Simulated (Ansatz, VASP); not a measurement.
**One calculation of CoSi2, two programs**

File INCAR:

```
  ALGO = Normal
  EDIFF = 1E-7
  EDIFFG = -0.005
  ENCUT = 600
  GGA = PS
  IBRION = 2
  ISIF = 3
  ISMEAR = 0
  LASPH = T
  LCHARG = F
  LREAL = F
  LWAVE = F
  NELM = 100
  NSW = 70
  PREC = Accurate
  SIGMA = 0.1
```

Contents of KPOINTS:

```
k-points
0
Gamma
  14 14 14
```

POSCAR

```
CoSi2
1.0
    0.0000000000      2.6799219270      2.6799219270
    2.6799219270      0.0000000000      2.6799219270
    2.6799219270      2.6799219270      0.0000000000
Co Si
1 2
Direct
    0.0000000000      0.0000000000      0.0000000000
    0.2500000000      0.2500000000      0.2500000000
    0.7500000000      0.7500000000      0.7500000000
```

Input for Ansatz:

```yaml
crystal:
  lattice:
    - [0.0, 2.679921927, 2.679921927]
    - [2.679921927, 0.0, 2.679921927]
    - [2.679921927, 2.679921927, 0.0]
  atoms:
    - { symbol: Co, position: [0.0, 0.0, 0.0] }
    - { symbol: Si, position: [0.25, 0.25, 0.25] }
    - { symbol: Si, position: [0.75, 0.75, 0.75] }
basis:
  ecutwfc: 420
kpoints:
  mp_grid: { grid: [14, 14, 14] }
hamiltonian:
  xc: pbesol
scf:
  occupations: { method: gaussian, width: 0.1 }
output:
  forces: true
  stress: true
  eigenvalues: true
relax:
  adjacent_minimum: "off"
  f_tol: 0.005
  max_steps: 50
  cell: { stress_tol: 0.05 }
```

Alike in both runs: task relaxation of cell and atoms; functional PBEsol; k mesh 14 × 14 × 14; occupations gaussian, width 0.1 eV; no spin polarisation.

|  | VASP | Ansatz |
| --- | --- | --- |
| version | VASP 6.6.1 | Ansatz 0.2.0 |
| potentials or method | VASP PAW PBE potentials, release 64 (Co, Si), cutoff 600 eV | scalar-relativistic, plane waves, PAW |
| valence electrons in the cell | 17 | 25 |

Ansatz gave:

| Property | Result |
| --- | --- |
| gap on the k mesh at the Fermi level, each at its own relaxed structure (eV) | none |
| relaxed volume (Å³/atom) | 12.49 |
| relaxed cell length with the largest relative difference (Å) | 3.756 |

**Question.** Estimate VASP's values.

**Answer.** gap on the k mesh at the Fermi level, each at its own relaxed structure (eV): none; relaxed volume (Å³/atom): 12.50; relaxed cell length with the largest relative difference (Å): 3.757.

VASP's potentials were made for PBE, not for PBEsol. A gap of «none» marks a metal or a gap that the smearing closes. VASP's potentials hold 17 valence electrons a cell and Ansatz's 25, so a difference there can come from the potentials and not from the codes.
